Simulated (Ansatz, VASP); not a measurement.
Given: the input of a run of Ansatz 0.2.0 on Al.

Contents of input.yaml:

```yaml
crystal:
  lattice:
    - [0.0, 2.0112152952, 2.0112152952]
    - [2.0112152952, 0.0, 2.0112152952]
    - [2.0112152952, 2.0112152952, 0.0]
  atoms:
    - { symbol: Al, position: [0.0, 0.0, 0.0] }
hamiltonian:
  xc: { exchange: pbe, correlation: pbe, exx: { coeff: 0.25, omega: 0.3 } }
  pseudopotentials: { kind: paw }
kpoints:
  mp_grid: { grid: [6, 6, 6] }
scf:
  occupations: { method: fermi_dirac, width: 0.05 }
output:
  forces: true
  stress: true
  eigenvalues: true
```

Potentials or basis: Ansatz PAW.

The run is started by

```console
$ ansatz run input.yaml --threads 2 --pin off --max-ram 5632MiB --backend cpu --events-out ev --progress --plain --runs-dir out
```

**Question.** Translate it to VASP 6.6.1. Potentials there: VASP PAW PBE potentials, release 64 (Al).

**Answer.** As run (the cutoff follows the program's own potentials):

File POSCAR:

```
Al
1.0
    0.0000000000      2.0112152952      2.0112152952
    2.0112152952      0.0000000000      2.0112152952
    2.0112152952      2.0112152952      0.0000000000
Al
1
Direct
    0.0000000000      0.0000000000      0.0000000000
```

Contents of INCAR.step1:

```
SYSTEM = Al
PREC = Accurate
ENCUT = 520
EDIFF = 1E-5
ISMEAR = -1
SIGMA = 0.05
LREAL = .False.
LASPH = .True.
NELM = 80
ALGO = Normal
ISIF = 2
LWAVE = .True.
LCHARG = .False.
GGA = PE
NBANDS = 8
```

INCAR.step2

```
SYSTEM = Al
PREC = Accurate
ENCUT = 520
EDIFF = 1E-6
ISMEAR = -1
SIGMA = 0.05
LREAL = .False.
LASPH = .True.
NELM = 80
ALGO = Normal
ISIF = 2
LWAVE = .False.
LCHARG = .False.
GGA = PE
LHFCALC = .True.
AEXX = 0.25
HFSCREEN = 0.3
PRECFOCK = Normal
ISTART = 1
NBANDS = 8
```

File KPOINTS:

```
Automatic mesh
0
Gamma
  6 6 6
  0 0 0
```

Potentials or basis: VASP PAW PBE potentials, release 64 (Al).

Launch:

```console
$ cat potpaw_PBE.64/Al/POTCAR > POTCAR
$ cp INCAR.step1 INCAR
$ mpirun -np 1 vasp_std > vasp.out
$ cp INCAR.step2 INCAR
$ mpirun -np 1 vasp_std > vasp.out
```

Both were run:

|  | VASP | Ansatz | Ansatz less VASP |
| --- | --- | --- | --- |
| gap on the k mesh at the Fermi level (eV) | none | none | - |
| pressure (GPa) | 0.9 | 0.8 | -0.07 |

VASP's potentials were made for PBE, not for PBE-based screened hybrid. A gap of «none» marks a metal or a gap that the smearing closes. The functional is the same, so the differences come from potentials, cutoffs and numerics.

The k mesh is coarse, so the values compare programs but aren't converged.
